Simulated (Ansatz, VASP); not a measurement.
One calculation of GaN, two programs

Contents of INCAR:

```
PREC = Accurate
ENCUT = 600
EDIFF = 1E-6
ISMEAR = -1
SIGMA = 0.02
LREAL = False
LASPH = True
NELM = 120
ALGO = Normal
ISIF = 2
LWAVE = False
LCHARG = False
GGA = PE
NBANDS = 16
GGA_COMPAT = False
```

KPOINTS

```
regular mesh
0
Gamma
  7 7 7
```

Contents of POSCAR:

```
GaN
1.0
   -0.0225350100      2.2422334950      2.2422334950
    2.2422334950     -0.0225350100      2.2422334950
    2.2422334950      2.2422334950     -0.0225350100
Ga N
1 1
Direct
    0.0000000000      0.0000000000      0.0000000000
    0.7500000000      0.7500000000      0.7500000000
```

Input for Ansatz:

```yaml
crystal:
  lattice:
    - [-0.02253501, 2.242233495, 2.242233495]
    - [2.242233495, -0.02253501, 2.242233495]
    - [2.242233495, 2.242233495, -0.02253501]
  atoms:
    - { symbol: Ga, position: [0.0, 0.0, 0.0] }
    - { symbol: "N", position: [0.75, 0.75, 0.75] }
basis:
  ecutwfc: 550.0
kpoints:
  mp_grid:
    grid: [7, 7, 7]
hamiltonian:
  xc: pbe
scf:
  occupations:
    method: fermi_dirac
    width: 0.02
output:
  stress: true
```

Alike in both runs: task single point; functional PBE; k mesh 7 × 7 × 7; occupations fermi-dirac, width 0.02 eV; no spin polarisation.

|  | VASP | Ansatz |
| --- | --- | --- |
| version | VASP 6.6.1 | Ansatz 0.2.0 |
| potentials or method | VASP PAW PBE potentials, release 64 (Ga_d, N), cutoff 600 eV | plane waves, PAW |
| valence electrons in the cell | 18 | 18 |

Ansatz gave:

- pressure (GPa): 5.1
- traceless stress, the component that is largest in VASP (GPa): 1.96

Task: Estimate VASP's values.

Result: Pressure (GPa): 5.0; traceless stress, the component that is largest in VASP (GPa): 1.95.
